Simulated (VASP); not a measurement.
# F (C2/m) in VASP: further runs, part 2 of 2

VASP 6.6.1. The steps go on from the part before.

## 4. Single point, PBEsol

File INCAR:

```
SYSTEM = F
  PREC = Accurate
  ENCUT = 520
  EDIFF = 1E-7
  ISMEAR = 0
  SIGMA = 0.05
  LREAL = .False.
  LASPH = .True.
  NELM = 80
  ALGO = Normal
  ISIF = 2
  LWAVE = .False.
  LCHARG = .False.
  GGA = PS
  NBANDS = 22
```

File KPOINTS:

```
regular mesh
0
Gamma
  4 4 2
  0 0 0
```

File POSCAR:

```
F
1.0
    2.9801222909     -1.7127784174     -0.2298527401
    2.9801222909      1.7127784174     -0.2298527401
   -2.2408243099      0.0000000000      6.8592084052
F
4
Direct
    0.0848459664      0.0848459664      0.1019959513
    0.9151540336      0.9151540336      0.8980040487
    0.5015719855      0.5015719855      0.5937195244
    0.4984280145      0.4984280145      0.4062804756
```

The run is started by

```console
> cat potpaw_PBE.64/F/POTCAR > POTCAR
> mpirun -np 1 vasp_std > vasp.out
```

Wall time 9.5 s (1 thread of Intel Xeon 6975P-C (Granite Rapids), shared host); peak memory 0.18 GiB.

Results (log left out):

```
Free energy            : -7.6988 eV
Pressure               : 2.2 GPa
Largest force          : 2.961 eV/Å
Band gap on the k mesh : 2.76 eV, indirect (least direct gap 2.87 eV)
```

Forces on the atoms (eV/Å):
```
F   -0.176  0.000 -0.526
F    0.176  0.000  0.526
F   -0.870  0.000  2.831
F    0.870  0.000 -2.831
```

Stress tensor (GPa, compression positive):
```
 0.14  0.00 -3.26
 0.00 -0.43  0.00
-3.26  0.00  6.86
```

Levels at points of the mesh, in eV from the valence-band top:
| k point | band 12 | band 13 | band 14 | band 15 | band 16 | band 17 |
| --- | --- | --- | --- | --- | --- | --- |
| (0.00, 0.00, 0.00) | -0.23 | -0.12 | -0.12 | 2.76 | 4.29 | 8.76 |
| (0.50, 0.00, 0.00) | -0.39 | -0.32 | -0.28 | 3.00 | 4.23 | 12.84 |
| (0.50, 0.50, 0.00) | -0.39 | -0.22 | 0.00 | 2.95 | 4.20 | 13.01 |
| (0.00, 0.00, 0.50) | -0.29 | -0.22 | -0.12 | 2.89 | 4.10 | 9.59 |
| (0.50, 0.00, 0.50) | -0.46 | -0.24 | -0.08 | 2.94 | 4.25 | 12.82 |
| (0.50, 0.50, 0.50) | -0.40 | -0.25 | -0.13 | 3.00 | 4.22 | 12.77 |

Caveat: the k points lie up to 0.54 Å⁻¹ apart; the PAW data sets were made with another functional, which shifts forces and pressure a little.

## 5. Single point, PBEsol

This run uses another cell than the first one, of 17.60 Å³/atom, 1.032 times its volume.

File INCAR:

```
PREC = Accurate ; ENCUT = 520
EDIFF = 1E-6 ; ISMEAR = 0
SIGMA = 0.05 ; LREAL = False
LASPH = True ; NELM = 60
ALGO = Normal ; ISIF = 2
LWAVE = False ; LCHARG = True
GGA = PS ; LELF = True
LVHAR = True ; NBANDS = 22
```

File KPOINTS:

```
regular mesh
0
Gamma
  4 4 2
```

File POSCAR:

```
F
1.0
    3.0111171686     -1.7305922359     -0.2322433325
    3.0111171686      1.7305922359     -0.2322433325
   -2.2641300902      0.0000000000      6.9305478688
F
4
Direct
    0.0848459664      0.0848459664      0.0820156542
    0.9151540336      0.9151540336      0.9179843458
    0.5015719855      0.5015719855      0.5937195244
    0.4984280145      0.4984280145      0.4062804756
```

The run is started by

```console
> cat potpaw_PBE.64/F/POTCAR > POTCAR
> mpirun -np 1 vasp_std > vasp.out
```

It took 9.5 s on 1 thread of Intel Xeon 6975P-C (Granite Rapids), shared host; peak memory 0.18 GiB.

It converged, with:

| Item | Value |
| --- | --- |
| Free energy | -6.9639 eV |
| Pressure | 12.3 GPa |
| Largest force | 10.925 eV/Å |
| Band gap on the k mesh | 3.36 eV, indirect (least direct gap 3.42 eV) |

Forces on the atoms (eV/Å):
```
F    5.693  0.000  9.325
F   -5.693  0.000 -9.325
F   -0.695  0.000  2.110
F    0.695  0.000 -2.110
```

Stress tensor (GPa, compression positive):
```
 8.75  0.00 11.98
 0.00 -0.49  0.00
11.98  0.00 28.60
```

Levels at points of the mesh, in eV from the valence-band top:
```tsv
k point	band 11	band 12	band 13	band 14	band 15	band 16	band 17	band 18
(0.00, 0.00, 0.00)	-0.71	-0.60	-0.20	-0.06	3.36	6.19	8.08	10.59
(0.50, 0.00, 0.00)	-0.83	-0.72	-0.28	-0.14	3.53	6.24	12.10	12.12
(0.50, 0.50, 0.00)	-0.76	-0.64	-0.13	0.00	3.49	6.18	12.33	12.60
(0.00, 0.00, 0.50)	-0.72	-0.60	-0.21	-0.06	3.41	5.96	8.98	9.20
(0.50, 0.00, 0.50)	-0.88	-0.71	-0.26	-0.09	3.49	6.27	11.90	12.86
(0.50, 0.50, 0.50)	-0.80	-0.61	-0.17	-0.03	3.52	6.20	12.04	12.14
```

Caveat: the k points lie up to 0.53 Å⁻¹ apart; the standard files for N, O and F lose accuracy on very short bonds; the PAW data sets were made with another functional, which shifts forces and pressure a little. A k mesh can miss the band edges.

## 6. Single point, PBEsol

This run uses another cell than the first one, of 17.60 Å³/atom, 1.032 times its volume.

File INCAR:

```
PREC     = Accurate       # precision mode
ENCUT    = 520            # plane-wave cutoff, eV
EDIFF    = 1E-6           # SCF threshold, eV
ISMEAR   = 0              # smearing method
SIGMA    = 0.05           # smearing width, eV
LREAL    = False          # projectors in reciprocal space
LASPH    = True           # aspherical terms in the spheres
NELM     = 100            # most SCF steps
ALGO     = Normal         # electronic algorithm
ISIF     = 2              # what is computed and relaxed
LWAVE    = False          # write WAVECAR
LCHARG   = False          # write CHGCAR
GGA      = PS             # functional
NBANDS   = 22             # bands
```

File KPOINTS:

```
Automatic mesh
0
Gamma
  4 4 2
```

Edit POSCAR of step 5 so:

```diff
@@ -8,4 +8,4 @@
 Direct
-    0.0848459664      0.0848459664      0.0820156542
-    0.9151540336      0.9151540336      0.9179843458
+    0.0848459664      0.0848459664      0.0900077731
+    0.9151540336      0.9151540336      0.9099922269
     0.5015719855      0.5015719855      0.5937195244
```

Potentials or basis: VASP PAW PBE potentials, release 64 (F).

The run is started by

```console
> cat potpaw_PBE.64/F/POTCAR > POTCAR
> mpirun -np 1 vasp_std > vasp.out
```

Wall time 8.6 s (1 thread of Intel Xeon 6975P-C (Granite Rapids), shared host); peak memory 0.17 GiB.

Results (log left out):

| Item | Value |
| --- | --- |
| Free energy | -7.5510 eV |
| Pressure | 6.5 GPa |
| Largest force | 4.524 eV/Å |
| Band gap on the k mesh | 3.57 eV, indirect (least direct gap 3.64 eV) |

Forces in eV/Å, atoms in the order of the input:
```
F    2.098  0.000  4.008
F   -2.098  0.000 -4.008
F   -0.683  0.000  2.121
F    0.683  0.000 -2.121
```

Stress tensor (GPa, compression positive):
```
 3.21  0.00  3.76
 0.00 -0.47  0.00
 3.76  0.00 16.84
```

Levels at points of the mesh, in eV from the valence-band top:
```csv
k point,band 10,band 11,band 12,band 13,band 14,band 15,band 16,band 17,band 18,band 19
"(0.00, 0.00, 0.00)",-4.11,-0.44,-0.29,-0.16,-0.07,3.57,4.82,8.45,10.91,12.14
"(0.50, 0.00, 0.00)",-4.22,-0.52,-0.42,-0.31,-0.17,3.85,4.72,12.48,12.59,14.22
"(0.50, 0.50, 0.00)",-4.21,-0.46,-0.38,-0.20,0.00,3.81,4.69,12.71,13.08,13.12
"(0.00, 0.00, 0.50)",-4.11,-0.42,-0.29,-0.20,-0.08,3.73,4.57,9.36,9.40,14.74
"(0.50, 0.00, 0.50)",-4.21,-0.62,-0.43,-0.24,-0.08,3.78,4.77,12.36,13.25,13.46
"(0.50, 0.50, 0.50)",-4.25,-0.51,-0.29,-0.25,-0.08,3.84,4.71,12.40,12.56,14.58
```

Caveat: the k points lie up to 0.53 Å⁻¹ apart; the PAW data sets were made with another functional, which shifts forces and pressure a little. A hybrid or GW would open this gap; PBEsol tends to underestimate it.
